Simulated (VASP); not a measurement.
Crystal: GaP.

```
Ga P
1.0
     0.00000    2.72581    2.72581
     2.72581    0.00000    2.72581
     2.72581    2.72581    0.00000
Ga P
1 1
Cartesian
  0.0000 0.0000 0.0000
  1.3629 1.3629 1.3629
```

- Program: VASP 6.6.1
- Task: relaxation of cell and atoms
- Functional: PBE
- Potentials or basis: VASP PAW PBE potentials, release 64 (Ga_d, P)
- Cutoff: 600 eV
- k mesh: 8 × 8 × 8
- Occupations: gaussian, width 0.02 eV
- Spin: no spin polarisation

At the start: pressure 2.4 GPa; volume 20.25 Å³/atom.

Problem. Where does the relaxation end?

Solution. Over 3 steps the energy falls by 4.4 meV/atom and the volume is 20.86 Å³/atom (+3.0 %); space group F-43m (No. 216, to 0.05 Å).

Step by step:
```csv
step,energy change (eV),largest force (eV/Å),pressure (GPa),volume (Å³)
1,0.0000,0.0000,2.36,40.51
2,-0.0070,0.0000,-1.01,42.28
3,-0.0088,0.0000,0.05,41.72
```

Final structure:
```
CELL_PARAMETERS angstrom
0.00000 2.75283 2.75283
2.75283 0.00000 2.75283
2.75283 2.75283 0.00000
ATOMIC_POSITIONS crystal
Ga 0.00000 0.00000 0.00000
P 0.25000 0.25000 0.25000
```
